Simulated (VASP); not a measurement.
# NaI (P1) in VASP: a series of runs, part 2 of 2

VASP 6.6.1. Earlier steps stand in the parts before.

## Step 4: Single point, PBE

Input file INCAR:

```
SYSTEM = NaI
  ALGO = Normal
  EDIFF = 1E-7
  ENCUT = 520
  GGA = PE
  ISIF = 2
  ISMEAR = -1
  LASPH = .TRUE.
  LCHARG = .TRUE.
  LELF = .TRUE.
  LREAL = .FALSE.
  LVHAR = .TRUE.
  LWAVE = .FALSE.
  NBANDS = 22
  NELM = 100
  PREC = Accurate
  SIGMA = 0.069
```

Input file KPOINTS:

```
k-points
0
G
  6 6 2
  0 0 0
```

Input file POSCAR:

```
NaI
1.0
    5.4164807906      0.0000000000      0.0000000000
   -2.7082403953      4.6908099638      0.0000000000
    0.0000000000      0.0000000000      6.4591768406
Na I
2 2
Direct
    0.3004553014      0.6395788836     -0.0271799340
    0.6640521005      0.3292386628      0.4064479213
    0.3070165899      0.6253261212      0.4472207638
    0.6994130928      0.3803228043      0.9270899602
```

Potentials or basis: VASP PAW PBE potentials, release 64 (Na_pv, I).

Started as:

```console
$ cat potpaw_PBE.64/Na_pv/POTCAR potpaw_PBE.64/I/POTCAR > POTCAR
$ mpirun -np 1 vasp_std > vasp.out
```

OUTCAR:

```text
SYSTEM = NaI
   EDIFF = 1E-7
   ENCUT = 520
   GGA = PE
   ISIF = 2
   ISMEAR = -1
   LASPH = .TRUE.
   LREAL = .FALSE.
   NELM = 100
   PREC = Accurate

 ion  position               nearest neighbor table
   1  0.300  0.640  0.973-   4 2.84   3 3.07   4 3.12
   2  0.664  0.329  0.406-   3 3.03   3 3.08   4 3.11
   3  0.307  0.625  0.447-   2 3.03   1 3.07   2 3.08
   4  0.699  0.380  0.927-   1 2.84   2 3.11   1 3.12

  LATTYP: Found a hexagonal cell.
 ALAT       =     5.4164807906
 C/A-ratio  =     1.1925043382

  Lattice vectors:

 A1 = (   5.4164807906,   0.0000000000,   0.0000000000)
 A2 = (  -2.7082403953,   4.6908099638,   0.0000000000)
 A3 = (   0.0000000000,   0.0000000000,   6.4591768406)

Analysis of symmetry for initial positions (statically):
=====================================================================
 Subroutine PRICEL returns:
 Original cell was already a primitive cell.

 Routine SETGRP: Setting up the symmetry group for a
 hexagonal supercell.

 Subroutine GETGRP returns: Found  1 space group operations
 (whereof  1 operations were pure point group operations)
 out of a pool of 24 trial point group operations.

The static configuration has the point symmetry C_1 .

Analysis of symmetry for dynamics (positions and initial velocities):
=====================================================================
 Subroutine PRICEL returns:
 Original cell was already a primitive cell.

 Routine SETGRP: Setting up the symmetry group for a
 hexagonal supercell.

 Subroutine GETGRP returns: Found  1 space group operations
 (whereof  1 operations were pure point group operations)
 out of a pool of 24 trial point group operations.

The dynamic configuration has the point symmetry C_1 .

[... 110 lines left out ...]
   POTIM  = 0.5000    time-step for ionic-motion
   TEBEG  =    0.0;   TEEND  =   0.0 temperature during run
   PSTRESS=    0.0 pullay stress
   NELECT =      28.0000    total number of electrons
   NUPDOWN=      -1.0000    fix difference up-down
   EMIN   =  10.00;   EMAX   =-10.00  energy-range for DOS
   EFERMI =   0.00;   METHOD = LEGACY
   ISMEAR =    -1;   SIGMA  =   0.07  broadening in eV -4-tet -1-fermi 0-gaus
   EFERMI_NEDOS =   21; number of points for ismear=-14 and -15
   IALGO  =     38    algorithm
   IMIX   =      4    mixing-type and parameters
     AMIX     =   0.40;   BMIX     =  1.00
     AMIX_MAG =   1.60;   BMIX_MAG =  1.00
  volume/ion in A,a.u.               =      41.03       276.87
  Fermi-wavevector in a.u.,A,eV,Ry     =   0.907988  1.715848 11.217217  0.824442
  Thomas-Fermi vector in A             =   2.031861
   LORBIT       =      0    0 simple, 1 ext, 2 COOP (PROOUT), +10 PAW based schemes
   GGA     = PE    functional components
   LHFCALC =     F    Hartree Fock is set to
   AEXX    =    0.0000 exact exchange contribution
   IVDW    =     0    specifies the selected vdW correction
   LEPSILON=     F    determine dielectric tensor
   LRPA    =     F    only Hartree local field effects (RPA)
 non-spin polarized calculation
  energy-cutoff  :      520.00
  volume of cell :      164.11
 maximum number of plane-waves:      4464
   NGX = 21   NGY = 21   NGZ = 25

 number of electron      27.9999992 magnetization

 Free energy of the ion-electron system (eV)
  ---------------------------------------------------
  ext. energy  EPLUGINS =         0.00000000
  ---------------------------------------------------
  free energy    TOTEN  =       -10.50529810 eV

  energy without entropy =      -10.50529810  energy(sigma->0) =      -10.50529810

 E-fermi :   1.1693     XC(G=0):  -6.7593

 val. band max:       -0.3012166918   @ k =   0.0000   0.0000   0.0000
 cond. band min:       3.2136103046   @ k =   0.0000   0.0000   0.0000
 fundamental gap:      3.5148269964
 Fermi energy:         1.1692668599

 k-point     1 :       0.0000    0.0000    0.0000
  band No.  band energies     occupation
      1     -22.8099      2.00000
      2     -22.8027      2.00000
      3     -22.8006      2.00000
      4     -22.7906      2.00000
      5     -22.7768      2.00000
      6     -22.7736      2.00000
[... 589 lines left out ...]
     21       7.3490      0.00000
     22       7.7117      0.00000

 [... further k-points ...]
[... 5 lines left out ...]
  --------------------------------------------------------------------------------------
  -------------------------------------------------------------------------------------
  Total        2.0353084     -0.2442057      0.8593525      0.5787338      0.1104338      0.1139401
  in kB       19.8700325     -2.3840984      8.3895699      5.6499837      1.0781277      1.1123587
  external PRESSURE =       8.6251680 kB  Pullay stress =       0.0000000 kB

 VOLUME and BASIS-vectors are now :
 -----------------------------------------------------------------------------
  energy-cutoff  :      520.00
  volume of cell :      164.11
      direct lattice vectors                 reciprocal lattice vectors
     5.416480791  0.000000000  0.000000000     0.184621720  0.106591400  0.000000000
    -2.708240395  4.690809964  0.000000000     0.000000000  0.213182799  0.000000000
     0.000000000  0.000000000  6.459176841     0.000000000  0.000000000  0.154818489

 POSITION                                       TOTAL-FORCE (eV/Angst)
 -----------------------------------------------------------------------------------
     -0.10472      3.00014      6.28362         0.417719      0.319179     -0.162887
      2.70517      1.54440      2.62532        -0.052031     -0.153420      0.154338
     -0.03058      2.93329      2.88868         0.084774      0.254622      0.050129
      2.75835      1.78402      5.98824        -0.450461     -0.420381     -0.041580
 -----------------------------------------------------------------------------------
    total drift:                               -0.000423      0.001554      0.000558

  FREE ENERGIE OF THE ION-ELECTRON SYSTEM (eV)
  ---------------------------------------------------
  free  energy   TOTEN  =       -10.5052981003 eV

  energy  without entropy=      -10.5052981001  energy(sigma->0) =      -10.50529810
```

OSZICAR:

```text
N       E                     dE             d eps       ncg     rms          rms(c)
DAV:   1     0.212989411069E+03    0.21299E+03   -0.12565E+04  1784   0.111E+03
DAV:   2     0.811980018118E+01   -0.20487E+03   -0.19612E+03  2048   0.272E+02
DAV:   3    -0.101507727473E+02   -0.18271E+02   -0.18194E+02  2196   0.896E+01
DAV:   4    -0.106955771898E+02   -0.54480E+00   -0.54449E+00  2242   0.162E+01
DAV:   5    -0.107103747404E+02   -0.14798E-01   -0.14797E-01  2426   0.253E+00    0.241E+00
DAV:   6    -0.105173905850E+02    0.19298E+00   -0.25575E-01  2042   0.220E+00    0.165E+00
DAV:   7    -0.104909802290E+02    0.26410E-01   -0.21674E-01  2084   0.193E+00    0.951E-01
DAV:   8    -0.105048256733E+02   -0.13845E-01   -0.18911E-02  1910   0.840E-01    0.279E-01
DAV:   9    -0.105045157770E+02    0.30990E-03   -0.60745E-04  2060   0.190E-01    0.814E-02
DAV:  10    -0.105052571894E+02   -0.74141E-03   -0.77889E-04  1880   0.162E-01    0.402E-02
DAV:  11    -0.105052837781E+02   -0.26589E-04   -0.65769E-05  2108   0.605E-02    0.850E-03
DAV:  12    -0.105052966966E+02   -0.12919E-04   -0.14275E-05  1904   0.251E-02    0.556E-03
DAV:  13    -0.105052979293E+02   -0.12327E-05   -0.11650E-06  2102   0.638E-03    0.163E-03
DAV:  14    -0.105052980419E+02   -0.11259E-06   -0.27748E-07  1566   0.263E-03    0.864E-04
DAV:  15    -0.105052981003E+02   -0.58349E-07   -0.23074E-08  1758   0.102E-03
   1 F= -.10505298E+02 E0= -.10505298E+02  d E =-.127171E-09
```

It took 3.6 min on 1 thread of AMD EPYC 7R43 (Zen 3), shared host; peak memory 0.27 GiB.

Results:

```yaml
Free_energy: -10.5053 eV
Pressure: 0.9 GPa
Largest_force: 0.618 eV/Å
Band_gap_on_the_k_mesh: 3.51 eV, direct
```

Forces in eV/Å, atoms in the order of the input:
```
Na   0.418  0.319 -0.163
Na  -0.052 -0.153  0.154
I    0.085  0.255  0.050
I   -0.450 -0.420 -0.042
```

Caveat: the k points lie up to 0.49 Å⁻¹ apart; spin-orbit coupling is left out, which moves the levels of the heavy elements.
